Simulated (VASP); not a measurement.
Re: single point with PBEsol

The system is Re.

```
Re
1.0
     0.00000    1.94314    2.04030
     1.94314    0.00000    2.04030
     1.94314    1.94314    0.00000
Re
1
Direct
  0.00000 0.00000 0.00000
```

This cell differs from its parent crystal: ratio of the length along z to the lengths across it x 1.05, volume and fractional coordinates fixed.

```
Program             : VASP 6.6.1
Task                : single point
Functional          : PBEsol
Potentials or basis : VASP PAW PBE potentials, release 64 (Re)
Cutoff              : 520 eV
k mesh              : 22 × 22 × 22
Occupations         : gaussian, width 0.15 eV
Spin                : no spin polarisation
```

| Quantity | Value |
| --- | --- |
| Pressure | -18.6 GPa |

Stress tensor (GPa, compression positive):
```
-13.99   0.00   0.00
  0.00 -13.99   0.00
  0.00   0.00 -27.94
```

Levels at points of the mesh, in eV from the Fermi level:
| k point | band 1 | band 2 | band 3 | band 4 | band 5 | band 6 | band 7 |
| --- | --- | --- | --- | --- | --- | --- | --- |
| (0.00, 0.00, 0.00) | -9.85 | -2.25 | -1.56 | -1.56 | 0.66 | 1.62 | 13.93 |
| (0.50, 0.00, 0.00) | -6.57 | -2.35 | -1.64 | 0.14 | 3.36 | 3.73 | 9.31 |
| (0.50, 0.50, 0.00) | -6.50 | -5.56 | 1.95 | 3.56 | 4.21 | 4.21 | 11.37 |
| (0.50, 0.00, 0.50) | -6.44 | -5.62 | 2.94 | 3.42 | 3.87 | 4.63 | 11.32 |

It took 60 s on 1 thread of Intel(R) Xeon(R) Platinum 8559C (Emerald Rapids), with other jobs on the host, peak memory 0.25 GiB.

Caveat: the PAW data sets were made with another functional, which shifts forces and pressure a little; spin-orbit coupling is left out, which moves the levels of the heavy elements.
